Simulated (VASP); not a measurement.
# BP (Pm-3m) in VASP: further runs, part 3 of 3

VASP 6.6.1. Earlier steps stand in the parts before.

## (5) Single point, PBEsol

File INCAR:

```
SYSTEM = BP
  PREC = Accurate
  ENCUT = 500
  EDIFF = 1E-6
  ISMEAR = 0
  SIGMA = 0.2
  LREAL = .False.
  LASPH = .True.
  NELM = 120
  ALGO = Normal
  ISIF = 2
  LWAVE = .False.
  LCHARG = .False.
  GGA = PS
  NBANDS = 11
  GGA_COMPAT = .False.
```

File KPOINTS:

```
regular mesh
0
Gamma
  6 6 6
  0 0 0
```

File POSCAR:

```
BP
1.0
    2.7080526412      0.0000000000      0.0000000000
    0.0000000000      2.7080526412      0.0000000000
    0.0000000000      0.0000000000      2.7080526412
B P
1 1
Direct
    0.0000000000      0.0000000000      0.0000000000
    0.5000000000      0.5000000000      0.5000000000
```

Potentials or basis: VASP PAW PBE potentials, release 64 (B, P).

Started as:

```bash
$ cat potpaw_PBE.64/B/POTCAR potpaw_PBE.64/P/POTCAR > POTCAR
$ mpirun -np 1 vasp_std > vasp.out
```

OUTCAR:

```text
SYSTEM = BP
   PREC = Accurate
   ENCUT = 500
   EDIFF = 1E-6
   ISMEAR = 0
   LREAL = .False.
   LASPH = .True.
   NELM = 120
   ISIF = 2
   GGA = PS

 ion  position               nearest neighbor table
   1  0.000  0.000  0.000-   2 2.35   2 2.35   2 2.35   2 2.35   2 2.35   2 2.35   2 2.35   2 2.35

   2  0.500  0.500  0.500-   1 2.35   1 2.35   1 2.35   1 2.35   1 2.35   1 2.35   1 2.35   1 2.35

  LATTYP: Found a simple cubic cell.
 ALAT       =     2.7080526412

  Lattice vectors:

 A1 = (   2.7080526412,   0.0000000000,   0.0000000000)
 A2 = (   0.0000000000,   2.7080526412,   0.0000000000)
 A3 = (   0.0000000000,   0.0000000000,   2.7080526412)

Analysis of symmetry for initial positions (statically):
=====================================================================
 Subroutine PRICEL returns:
 Original cell was already a primitive cell.

 Routine SETGRP: Setting up the symmetry group for a
 simple cubic supercell.

 Subroutine GETGRP returns: Found 48 space group operations
 (whereof 48 operations were pure point group operations)
 out of a pool of 48 trial point group operations.

The static configuration has the point symmetry O_h .
[... 167 lines left out ...]
      2       9.0831      2.00000
      3       9.0831      2.00000
      4       9.0831      2.00000
      5      12.5067      0.00000
      6      14.5120      0.00000
      7      14.5120      0.00000
      8      21.1592      0.00000
      9      21.1592      0.00000
     10      21.1592      0.00000
     11      28.2600      0.00000
[... 253 lines left out ...]
 k-point    20 :       0.5000    0.5000    0.5000
  band No.  band energies     occupation
      1       4.6738      2.00000
      2       6.3918      2.00000
      3       6.3918      2.00000
      4       6.3918      2.00000
      5       7.0055      2.00000
      6       7.0055      2.00000
      7       7.0055      2.00000
      8       8.6601      2.00000
      9      31.2193      0.00000
     10      31.2193      0.00000
     11      31.2193      0.00000

------------------------ aborting loop because EDIFF is reached ----------------------------------------

  FORCE on cell =-STRESS in cart. coord.  units (eV):
  Direction    XX          YY          ZZ          XY          YZ          ZX
  --------------------------------------------------------------------------------------
  -------------------------------------------------------------------------------------
  Total        0.0519877      0.0519877      0.0519877     -0.0000000     -0.0000000      0.0000000
  in kB        4.1941138      4.1941138      4.1941138     -0.0000000     -0.0000000      0.0000000
  external PRESSURE =       4.1941138 kB  Pullay stress =       0.0000000 kB

 VOLUME and BASIS-vectors are now :
 -----------------------------------------------------------------------------
  energy-cutoff  :      500.00
  volume of cell :       19.86
      direct lattice vectors                 reciprocal lattice vectors
     2.708052641  0.000000000  0.000000000     0.369269040  0.000000000  0.000000000
     0.000000000  2.708052641  0.000000000     0.000000000  0.369269040  0.000000000
     0.000000000  0.000000000  2.708052641     0.000000000  0.000000000  0.369269040

 POSITION                                       TOTAL-FORCE (eV/Angst)
 -----------------------------------------------------------------------------------
      0.00000      0.00000      0.00000         0.000000      0.000000      0.000000
      1.35403      1.35403      1.35403         0.000000      0.000000      0.000000
 -----------------------------------------------------------------------------------
    total drift:                                0.000000      0.000000     -0.000000

  FREE ENERGIE OF THE ION-ELECTRON SYSTEM (eV)
  ---------------------------------------------------
  free  energy   TOTEN  =       -10.1758026912 eV

  energy  without entropy=      -10.1566359766  energy(sigma->0) =      -10.16621933
```

OSZICAR:

```text
N       E                     dE             d eps       ncg     rms          rms(c)
DAV:   1     0.775421638251E+01    0.77542E+01   -0.38192E+03   440   0.649E+02
DAV:   2    -0.981562674267E+01   -0.17570E+02   -0.16840E+02   589   0.100E+02
DAV:   3    -0.102379381765E+02   -0.42231E+00   -0.40091E+00   541   0.127E+01
DAV:   4    -0.102391146796E+02   -0.11765E-02   -0.11761E-02   514   0.767E-01
DAV:   5    -0.102391176893E+02   -0.30097E-05   -0.30083E-05   549   0.383E-02    0.605E+00
DAV:   6    -0.101802974135E+02    0.58820E-01   -0.16600E-01   479   0.156E+00    0.348E+00
DAV:   7    -0.101763926846E+02    0.39047E-02   -0.19138E-02   503   0.712E-01    0.119E+00
DAV:   8    -0.101758102387E+02    0.58245E-03   -0.17540E-03   515   0.245E-01    0.843E-02
DAV:   9    -0.101758039504E+02    0.62884E-05   -0.10091E-04   512   0.487E-02    0.345E-02
DAV:  10    -0.101758026745E+02    0.12759E-05   -0.10673E-05   503   0.175E-02    0.381E-03
DAV:  11    -0.101758026912E+02   -0.16733E-07   -0.20665E-07   301   0.339E-03
   1 F= -.10175803E+02 E0= -.10166219E+02  d E =-.191667E-01
```

Run time: 8.8 s. Hardware: 1 thread of AMD EPYC 7R43 (Zen 3), shared host; peak memory 0.08 GiB.

What came out:

| Property | Result |
| --- | --- |
| Free energy | -10.1758 eV |
| Pressure | 0.4 GPa |
| Band gap on the k mesh | zero (band 4 reaches 13.05 eV, above the bottom of band 5 at 7.01 eV) |

Levels at points of the mesh, in eV from the Fermi level:
| k point | band 1 | band 2 | band 3 | band 4 | band 5 | band 6 | band 7 | band 8 |
| --- | --- | --- | --- | --- | --- | --- | --- | --- |
| (0.00, 0.00, 0.00) | -17.28 | -1.12 | -1.12 | -1.12 | 2.30 | 4.31 | 4.31 | 10.96 |
| (0.50, 0.00, 0.00) | -13.56 | -11.56 | 2.85 | 2.85 | 3.47 | 3.47 | 5.13 | 6.34 |
| (0.50, 0.50, 0.00) | -9.32 | -8.21 | -8.21 | -6.12 | 5.10 | 5.61 | 8.41 | 8.41 |
| (0.50, 0.50, 0.50) | -5.53 | -3.81 | -3.81 | -3.81 | -3.20 | -3.20 | -3.20 | -1.54 |

Caveat: the k points lie up to 0.39 Å⁻¹ apart; the PAW data sets were made with another functional, which shifts forces and pressure a little.

## (6) Single point, PBEsol

File INCAR:

```
SYSTEM = BP
PREC = Accurate
ENCUT = 500
EDIFF = 1E-6
ISMEAR = -1
SIGMA = 0.02
LREAL = .False.
LASPH = .True.
NELM = 120
ALGO = Normal
ISIF = 2
LWAVE = .False.
LCHARG = .False.
GGA = PS
NBANDS = 11
GGA_COMPAT = .False.
```

File KPOINTS:

```
Automatic mesh
0
Gamma
  6 6 6
  0 0 0
```

POSCAR is that of step 5.

Potentials or basis: VASP PAW PBE potentials, release 64 (B, P).

Started as:

```bash
$ cat potpaw_PBE.64/B/POTCAR potpaw_PBE.64/P/POTCAR > POTCAR
$ mpirun -np 1 vasp_std > vasp.out
```

OUTCAR:

```text
SYSTEM = BP
   PREC = Accurate
   ENCUT = 500
   EDIFF = 1E-6
   ISMEAR = -1
   LREAL = .False.
   LASPH = .True.
   NELM = 120
   ISIF = 2
   GGA = PS

 ion  position               nearest neighbor table
   1  0.000  0.000  0.000-   2 2.35   2 2.35   2 2.35   2 2.35   2 2.35   2 2.35   2 2.35   2 2.35

   2  0.500  0.500  0.500-   1 2.35   1 2.35   1 2.35   1 2.35   1 2.35   1 2.35   1 2.35   1 2.35

  LATTYP: Found a simple cubic cell.
 ALAT       =     2.7080526412

  Lattice vectors:

 A1 = (   2.7080526412,   0.0000000000,   0.0000000000)
 A2 = (   0.0000000000,   2.7080526412,   0.0000000000)
 A3 = (   0.0000000000,   0.0000000000,   2.7080526412)

Analysis of symmetry for initial positions (statically):
=====================================================================
 Subroutine PRICEL returns:
 Original cell was already a primitive cell.

 Routine SETGRP: Setting up the symmetry group for a
 simple cubic supercell.

 Subroutine GETGRP returns: Found 48 space group operations
 (whereof 48 operations were pure point group operations)
[... 168 lines left out ...]
      1      -7.0755      2.00000
      2       9.0845      2.00000
      3       9.0845      2.00000
      4       9.0845      2.00000
      5      12.5100      0.00000
      6      14.5106      0.00000
      7      14.5106      0.00000
      8      21.1629      0.00000
      9      21.1629      0.00000
     10      21.1629      0.00000
     11      28.2584      0.00000
[... 253 lines left out ...]
 k-point    20 :       0.5000    0.5000    0.5000
  band No.  band energies     occupation
      1       4.6701      2.00000
      2       6.3893      2.00000
      3       6.3893      2.00000
      4       6.3893      2.00000
      5       7.0092      2.00000
      6       7.0092      2.00000
      7       7.0092      2.00000
      8       8.6672      2.00000
      9      31.2236      0.00000
     10      31.2236      0.00000
     11      31.2236      0.00000

------------------------ aborting loop because EDIFF is reached ----------------------------------------

  FORCE on cell =-STRESS in cart. coord.  units (eV):
  Direction    XX          YY          ZZ          XY          YZ          ZX
  --------------------------------------------------------------------------------------
  -------------------------------------------------------------------------------------
  Total        0.0736798      0.0736798      0.0736798      0.0000000      0.0000000      0.0000000
  in kB        5.9441202      5.9441202      5.9441202      0.0000000      0.0000000      0.0000000
  external PRESSURE =       5.9441202 kB  Pullay stress =       0.0000000 kB

 VOLUME and BASIS-vectors are now :
 -----------------------------------------------------------------------------
  energy-cutoff  :      500.00
  volume of cell :       19.86
      direct lattice vectors                 reciprocal lattice vectors
     2.708052641  0.000000000  0.000000000     0.369269040  0.000000000  0.000000000
     0.000000000  2.708052641  0.000000000     0.000000000  0.369269040  0.000000000
     0.000000000  0.000000000  2.708052641     0.000000000  0.000000000  0.369269040

 POSITION                                       TOTAL-FORCE (eV/Angst)
 -----------------------------------------------------------------------------------
      0.00000      0.00000      0.00000         0.000000      0.000000      0.000000
      1.35403      1.35403      1.35403         0.000000      0.000000      0.000000
 -----------------------------------------------------------------------------------
    total drift:                                0.000000      0.000000     -0.000000

  FREE ENERGIE OF THE ION-ELECTRON SYSTEM (eV)
  ---------------------------------------------------
  free  energy   TOTEN  =       -10.1641562750 eV

  energy  without entropy=      -10.1607783761  energy(sigma->0) =      -10.16246733
```

Run time: 5.8 s. Hardware: 1 thread of AMD EPYC 7R43 (Zen 3), shared host; peak memory 0.08 GiB.

Results:

```yaml
Free_energy: -10.1642 eV
Pressure: 0.6 GPa
Band_gap_on_the_k_mesh: zero (band 4 reaches 13.06 eV, above the bottom of band 5 at 7.01 eV)
```

Caveat: the k points lie up to 0.39 Å⁻¹ apart; the PAW data sets were made with another functional, which shifts forces and pressure a little.

## (7) Summary

```tsv
k mesh	smearing	gap on the mesh (eV)	pressure (GPa)
5 × 5 × 5	fermi-dirac 0.02 eV	none	-2.6
4 × 4 × 4	fermi-dirac 0.02 eV	none	-5.5
6 × 6 × 6	fermi-dirac 0.001 eV	none	0.6
6 × 6 × 6	gaussian 0.2 eV	none	0.4
6 × 6 × 6	fermi-dirac 0.02 eV	none	0.6
```

Alike in all rows: task single point; level PBEsol; potentials or basis VASP PAW PBE potentials, release 64 (B, P); no spin polarisation; cell as given; cutoff (eV) 500.

Caveats: all runs use coarse meshes; the PAW data sets were made with another functional, which shifts forces and pressure a little.

Total energies depend on the potentials used, so only differences within one code and one set of settings carry meaning.
